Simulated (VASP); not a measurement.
# Be2H3 (P1) in VASP: further runs, part 2 of 2

VASP 6.6.1. The steps go on from the part before.

### Step 5. Relaxation of cell and atoms, PBE

INCAR

```
PREC = Accurate
ENCUT = 600
EDIFF = 1E-7
ISMEAR = 0
SIGMA = 0.1
LREAL = False
LASPH = True
NELM = 100
ALGO = Normal
ISIF = 3
LWAVE = False
LCHARG = False
GGA = PE
IBRION = 2
NSW = 90
EDIFFG = -0.04
```

KPOINTS

```
regular mesh
0
Gamma
  6 4 4
```

POSCAR

```
Be2H3
1.0
    3.0305905603      0.0000000000      0.0000000000
    1.1624205682      3.7491174659      0.0000000000
    1.2081020382     -0.0638468112      6.0616961083
Be H
4 6
Direct
    0.0915206063      0.8398833442      0.9976010335
    0.3987689136      0.5087420561      0.5934999174
    0.6867894065      0.9164642382      0.7252149164
    0.9815967178      0.3498218278      0.2712662761
    0.9928430632      0.1992702781      0.0647805607
    0.4735166776      0.3029631225      0.3754166712
    0.8510886221      0.6507092152      0.5505427772
    0.6393662516      0.7542179706      0.9375232470
    0.4288869626      0.2739402587      0.7713665174
    0.9556227787      0.7039876887      0.2127880832
```

Potentials or basis: VASP PAW PBE potentials, release 64 (Be, H).

On the command line:

```sh
> cat potpaw_PBE.64/Be/POTCAR potpaw_PBE.64/H/POTCAR > POTCAR
> mpirun -np 1 vasp_std > vasp.out
```

OUTCAR:

```text
PREC = Accurate
   ENCUT = 600
   EDIFF = 1E-7
   ISMEAR = 0
   LREAL = False
   LASPH = True
   NELM = 100
   ISIF = 3
   GGA = PE
   IBRION = 2
   NSW = 90
   EDIFFG = -0.04

 ion  position               nearest neighbor table
   1  0.092  0.840  0.998-   5 1.42  10 1.44   8 1.56   8 1.62   3 2.23   3 2.29
   2  0.399  0.509  0.593-   9 1.40   6 1.55   7 1.60   3 2.28   3 2.30   4 2.36
   3  0.687  0.916  0.725-   9 1.40   8 1.43   7 1.45   1 2.23   2 2.28   1 2.29   2 2.30
   4  0.982  0.350  0.271-  10 1.40   5 1.42   6 1.61   2 2.36
   5  0.993  0.199  0.065-   1 1.42   4 1.42
   6  0.474  0.303  0.375-   2 1.55   4 1.61
   7  0.851  0.651  0.551-   3 1.45   2 1.60
   8  0.639  0.754  0.938-   3 1.43   1 1.56   1 1.62
   9  0.429  0.274  0.771-   2 1.40   3 1.40
  10  0.956  0.704  0.213-   4 1.40   1 1.44

  Warning from LATTYP: Got some problem with cell dimensions!
  Tried to take original basis but could not verify dimensions!
  LATTYP: Found a triclinic cell.
[... 451 lines left out ...]
      7       0.8183      2.00000
      8       3.8354      0.00000
      9       4.1834      0.00000
     10       5.4613      0.00000
     11       6.3084      0.00000
     12       7.0586      0.00000
     13       8.3331      0.00000
[... 354 lines left out ...]
  band No.  band energies     occupation
      1      -6.8648      2.00000
      2      -4.8463      2.00000
      3      -4.1717      2.00000
      4      -3.9172      2.00000
      5      -3.4560      2.00000
      6      -2.4605      2.00000
      7      -0.8831      2.00000
      8       5.1037      0.00000
      9       5.5896      0.00000
     10       6.4586      0.00000
     11       6.5599      0.00000
     12       7.6853      0.00000
     13       8.4858      0.00000

 [... further k-points ...]

------------------------ aborting loop because EDIFF is reached ----------------------------------------

  FORCE on cell =-STRESS in cart. coord.  units (eV):
  Direction    XX          YY          ZZ          XY          YZ          ZX
  --------------------------------------------------------------------------------------
  -------------------------------------------------------------------------------------
  Total       -0.0324999     -0.0058720      0.0129829     -0.0220976      0.0216136      0.0022550
  in kB       -0.6728504     -0.1215691      0.2687864     -0.4574913      0.4474712      0.0466854
  external PRESSURE =      -0.1752111 kB  Pullay stress =       0.0000000 kB
[... 25 lines left out ...]
  FREE ENERGIE OF THE ION-ELECTRON SYSTEM (eV)
  ---------------------------------------------------
  free  energy   TOTEN  =       -34.6272604677 eV

  energy  without entropy=      -34.6272604677  energy(sigma->0) =      -34.62726047

 reached required accuracy - stopping structural energy minimisation
```

OSZICAR:

```text
N       E                     dE             d eps       ncg     rms          rms(c)
DAV:   1     0.996902319054E+01    0.99690E+01   -0.59265E+03  1352   0.987E+02
DAV:   2    -0.326479714892E+02   -0.42617E+02   -0.39736E+02  1768   0.151E+02
DAV:   3    -0.348808703179E+02   -0.22329E+01   -0.22050E+01  1913   0.360E+01
DAV:   4    -0.348988071349E+02   -0.17937E-01   -0.17925E-01  1612   0.303E+00
[... 670 lines left out ...]
DAV:   3    -0.346251936027E+02    0.12299E-03   -0.25305E-04  1610   0.111E-01    0.106E-02
DAV:   4    -0.346251964846E+02   -0.28819E-05   -0.44217E-05  1822   0.467E-02    0.611E-03
DAV:   5    -0.346251957056E+02    0.77901E-06   -0.26450E-06  1687   0.132E-02    0.156E-03
DAV:   6    -0.346251958473E+02   -0.14173E-06   -0.90838E-07  1742   0.661E-03    0.617E-04
DAV:   7    -0.346251958897E+02   -0.42412E-07   -0.28963E-08  1085   0.128E-03
  71 F= -.34625196E+02 E0= -.34625196E+02  d E =-.191
```

It took 15 min on 1 thread of Intel Xeon 6975P-C (Granite Rapids), shared host; peak memory 0.22 GiB.

Results:

- Free energy: -34.6273 eV
- Relaxed volume: 7.74 Å³/atom
- Relaxed cell: a = 3.876 Å, b = 4.068 Å, c = 5.895 Å, α = 83.69°, β = 70.03°, γ = 62.53°
- Space group after relaxing (to 0.1 Å): P1 (No. 1)
- Energy gained by relaxing: 140.7 meV/atom
- Ionic steps: 75
- Pressure after relaxing: 0.0 GPa
- Largest force after relaxing: 0.032 eV/Å
- Band gap on the k mesh: 1.83 eV (least direct gap 2.18 eV)

Forces in eV/Å, atoms in the order of the input:
```
Be  -0.006 -0.011  0.030
Be   0.010  0.011  0.008
Be   0.007 -0.006 -0.008
Be  -0.008 -0.006 -0.010
H    0.007  0.001  0.015
H   -0.005  0.015  0.002
H    0.006  0.016 -0.019
H   -0.011 -0.015  0.007
H    0.002 -0.004 -0.007
H   -0.003 -0.002 -0.018
```

The path:
| step | energy change (eV) | largest force (eV/Å) | pressure (GPa) | volume (Å³) |
| --- | --- | --- | --- | --- |
| 1 | 0.0000 | 0.2747 | 1.39 | 68.87 |
| 3 | -0.0580 | 0.5349 | -0.36 | 70.98 |
| 5 | -0.1122 | 0.3980 | -0.84 | 72.18 |
| 7 | -0.1279 | 0.4412 | -1.17 | 73.22 |
| 9 | -0.1776 | 0.3625 | 0.25 | 72.65 |
| 11 | -0.1991 | 0.2579 | 0.79 | 72.66 |
| 13 | -0.2207 | 0.2523 | 0.18 | 73.54 |
| 15 | -0.2437 | 0.1946 | -0.47 | 74.81 |
| 17 | -0.2576 | 0.2385 | 0.07 | 74.96 |
| 19 | -0.2774 | 0.2477 | 0.74 | 75.27 |
| 21 | -0.3069 | 0.2536 | 0.33 | 76.69 |
| 23 | -0.3213 | 0.2358 | -0.05 | 77.68 |
| 25 | -0.3469 | 0.2795 | -0.19 | 78.94 |
| 27 | -0.2928 | 1.6640 | -0.67 | 83.35 |
| 29 | -0.4223 | 0.9671 | 0.09 | 81.38 |
| 31 | -0.4301 | 0.9754 | 0.01 | 81.61 |
| 33 | -0.4402 | 1.1808 | -0.44 | 82.61 |
| 35 | -0.4543 | 1.0757 | -0.33 | 82.37 |
| 37 | -0.5532 | 0.9246 | -0.64 | 82.67 |
| 39 | -0.7237 | 0.6953 | -1.51 | 83.81 |
| 41 | -0.8869 | 0.4130 | -0.74 | 82.89 |
| 43 | -0.9037 | 0.5597 | -0.30 | 82.46 |
| 45 | -1.0265 | 0.5358 | 1.04 | 81.36 |
| 47 | -1.0738 | 0.5152 | 1.08 | 81.32 |
| 49 | -1.1523 | 0.3990 | -0.22 | 82.28 |
| 51 | -1.2221 | 0.3340 | -0.90 | 82.48 |
| 53 | -1.2997 | 0.5387 | -0.54 | 80.93 |
| 55 | -1.3463 | 0.2102 | -0.23 | 79.39 |
| 57 | -1.3630 | 0.1648 | 0.16 | 78.89 |
| 59 | -1.3742 | 0.1434 | 0.35 | 78.82 |
| 61 | -1.3846 | 0.0878 | 0.00 | 79.27 |
| 63 | -1.3889 | 0.0631 | -0.31 | 79.49 |
| 65 | -1.3931 | 0.0764 | -0.33 | 79.28 |
| 67 | -1.3996 | 0.0786 | 0.04 | 78.27 |
| 69 | -1.4025 | 0.0571 | 0.07 | 77.90 |
| 71 | -1.4048 | 0.0513 | 0.01 | 77.70 |
| 73 | -1.4061 | 0.0550 | -0.08 | 77.54 |
| 75 | -1.4068 | 0.0325 | -0.02 | 77.39 |

Final structure:
```
Be H
1.0
     3.86904    0.20530    0.10026
     1.68444    3.70275   -0.04733
     1.87551   -0.06993    5.58838
Be H
4 6
Direct
  0.13707 0.82801 0.98878
  0.50064 0.49585 0.63473
  0.80346 0.79351 0.75572
  0.75093 0.53302 0.17270
  0.83397 0.20407 0.05663
  0.43828 0.61298 0.40606
  0.88830 0.47293 0.62820
  0.51082 0.82869 0.01783
  0.57916 0.11190 0.64464
  0.05736 0.61904 0.19473
```

Levels at points of the mesh, in eV from the valence-band top:
| k point | band 3 | band 4 | band 5 | band 6 | band 7 | band 8 | band 9 | band 10 | band 11 | band 12 |
| --- | --- | --- | --- | --- | --- | --- | --- | --- | --- | --- |
| (0.00, 0.00, 0.00) | -5.22 | -3.05 | -2.63 | -2.18 | -0.28 | 2.73 | 3.08 | 4.36 | 5.21 | 5.96 |
| (0.50, 0.00, 0.00) | -5.44 | -5.28 | -4.09 | -3.35 | -1.24 | 3.54 | 3.76 | 4.27 | 5.49 | 6.89 |
| (0.00, 0.50, 0.00) | -4.79 | -4.52 | -4.40 | -3.02 | -0.90 | 2.02 | 2.19 | 4.04 | 6.69 | 7.67 |
| (0.50, 0.50, 0.00) | -5.43 | -5.06 | -3.88 | -3.58 | -1.51 | 2.88 | 3.36 | 4.02 | 6.91 | 7.35 |
| (0.00, 0.00, 0.50) | -3.29 | -3.16 | -2.87 | -2.23 | 0.00 | 2.26 | 3.49 | 3.62 | 4.77 | 5.65 |
| (0.50, 0.00, 0.50) | -5.40 | -4.83 | -3.81 | -3.44 | -1.80 | 3.03 | 3.25 | 4.46 | 6.96 | 7.21 |
| (0.00, 0.50, 0.50) | -6.31 | -5.01 | -3.38 | -2.54 | -0.35 | 1.83 | 3.34 | 4.72 | 5.13 | 6.07 |
| (0.50, 0.50, 0.50) | -5.49 | -5.00 | -4.06 | -3.68 | -1.60 | 3.73 | 4.31 | 4.59 | 5.59 | 6.35 |

Caveat: a cell axis changed by over 15 % at a fixed basis, so the end point is rough. A k mesh can miss the band edges.

### Step 6. Single point, PBE

This run uses another cell than the first one, of 7.78 Å³/atom.

INCAR

```
SYSTEM = Be2H3
ALGO     = Normal         ! electronic algorithm
EDIFF    = 1E-6           ! SCF threshold, eV
ENCUT    = 520            ! plane-wave cutoff, eV
GGA      = PE             ! functional
ISIF     = 2              ! what is computed and relaxed
ISMEAR   = 0              ! smearing method
LASPH    = .True.         ! aspherical terms in the spheres
LCHARG   = .True.         ! write CHGCAR
LELF     = .True.         ! ELF
LREAL    = .False.        ! projectors in reciprocal space
LVHAR    = .True.       
LWAVE    = .False.        ! write WAVECAR
NBANDS   = 18             ! bands
NELM     = 60             ! most SCF steps
PREC     = Accurate       ! precision mode
SIGMA    = 0.02           ! smearing width, eV
```

KPOINTS

```
k-points
0
Gamma
  8 8 6
  0 0 0
```

POSCAR

```
Be2H3
1.0
    3.8934829093     -0.0014631055     -0.0017607374
    1.8955382007      3.6055325619     -0.0026165720
    1.8536197296      0.2515307076      5.5381688923
Be H
4 6
Direct
    0.8740795912      0.1756868653      0.9889660174
    0.8664073563      0.4967015610      0.6337056598
    0.4419606541      0.2030781761      0.7545939027
    0.0767190471      0.4702240662      0.1732557746
    0.1008342023      0.8041149396      0.0677512608
    0.1595813257      0.3757651807      0.4056323318
    0.4882740657      0.5182713874      0.6252963413
    0.4720167879      0.1783629827      0.0157382235
    0.7762368609      0.8808995694      0.6447874426
    0.7438901087      0.3968952715      0.1902730454
```

Potentials or basis: VASP PAW PBE potentials, release 64 (Be, H).

On the command line:

```sh
> cat potpaw_PBE.64/Be/POTCAR potpaw_PBE.64/H/POTCAR > POTCAR
> mpirun -np 1 vasp_std > vasp.out
```

Run time: 1.9 min. Hardware: 1 thread of Intel Xeon 6975P-C (Granite Rapids), shared host; peak memory 0.33 GiB.

It converged, with:

```
Free energy            : -34.6522 eV
Pressure               : -0.1 GPa
Largest force          : 0.013 eV/Å
Band gap on the k mesh : 1.80 eV (least direct gap 2.10 eV)
```

Forces on the atoms (eV/Å):
```
Be   0.002  0.000 -0.013
Be   0.005 -0.005  0.005
Be  -0.006  0.000  0.009
Be  -0.006  0.003 -0.002
H    0.006 -0.002  0.001
H    0.007 -0.004  0.000
H   -0.005  0.007 -0.005
H   -0.001 -0.003 -0.001
H    0.004  0.000 -0.003
H   -0.005  0.005  0.008
```

Levels at points of the mesh, in eV from the valence-band top:
| k point | band 3 | band 4 | band 5 | band 6 | band 7 | band 8 | band 9 | band 10 | band 11 | band 12 |
| --- | --- | --- | --- | --- | --- | --- | --- | --- | --- | --- |
| (0.00, 0.00, 0.00) | -5.18 | -3.04 | -2.67 | -2.14 | -0.29 | 2.75 | 3.10 | 4.35 | 5.24 | 6.01 |
| (0.50, 0.00, 0.00) | -5.40 | -4.76 | -3.80 | -3.42 | -1.78 | 3.10 | 3.26 | 4.48 | 6.87 | 7.13 |
| (0.00, 0.50, 0.00) | -4.77 | -4.49 | -4.39 | -3.05 | -0.89 | 2.01 | 2.17 | 3.98 | 6.74 | 7.60 |
| (0.50, 0.50, 0.00) | -5.46 | -4.98 | -3.99 | -3.68 | -1.58 | 3.81 | 4.26 | 4.57 | 5.69 | 6.43 |
| (0.00, 0.00, 0.50) | -3.29 | -3.20 | -2.81 | -2.21 | 0.00 | 2.23 | 3.52 | 3.67 | 4.76 | 5.65 |
| (0.50, 0.00, 0.50) | -5.41 | -5.26 | -4.03 | -3.33 | -1.25 | 3.60 | 3.70 | 4.20 | 5.54 | 6.91 |
| (0.00, 0.50, 0.50) | -6.21 | -5.00 | -3.44 | -2.53 | -0.30 | 1.80 | 3.35 | 4.70 | 5.10 | 6.09 |
| (0.50, 0.50, 0.50) | -5.47 | -5.01 | -3.89 | -3.53 | -1.46 | 3.02 | 3.47 | 4.07 | 6.90 | 7.29 |

A k mesh can miss the band edges.

### Step 7. Overview

```tsv
task	cell	k mesh	cutoff (eV)	smearing	gap on the mesh (eV)	pressure (GPa)	largest force (eV/Å)
single point	a = 3.031, b = 3.925, c = 6.181 Å, angles 87.2, 78.7, 72.8°, 10 atoms, atomic positions A	6 × 4 × 4	520	gaussian 0.1 eV	none	1.3	0.27
single point	a = 3.884, b = 4.075, c = 5.908 Å, angles 83.0, 69.9, 62.3°, 10 atoms, atomic positions B	6 × 4 × 4	520	gaussian 0.1 eV	1.83	0.0	0.02
single point	a = 3.884, b = 4.075, c = 5.849 Å, angles 79.3, 71.5, 62.3°, 10 atoms, atomic positions C	6 × 6 × 4	520	gaussian 0.1 eV	1.83	0.0	0.02
relaxation of cell and atoms	relaxed from a = 3.031, b = 3.925, c = 6.181 Å, angles 87.2, 78.7, 72.8°, 10 atoms, atomic positions A	6 × 4 × 4	600	gaussian 0.1 eV	1.83	0.0	0.03
single point	a = 3.893, b = 4.073, c = 5.846 Å, angles 79.3, 71.5, 62.3°, 10 atoms, atomic positions C	8 × 8 × 6	520	gaussian 0.02 eV	1.80	-0.1	0.01
```

Alike in all rows: level PBE; potentials or basis VASP PAW PBE potentials, release 64 (Be, H); no spin polarisation.

Caveats: some runs use coarse meshes; a cell axis changed by over 15 % at a fixed basis, so the end point is rough (at least some runs).

Total energies depend on the potentials used, so only differences within one code and one set of settings carry meaning.
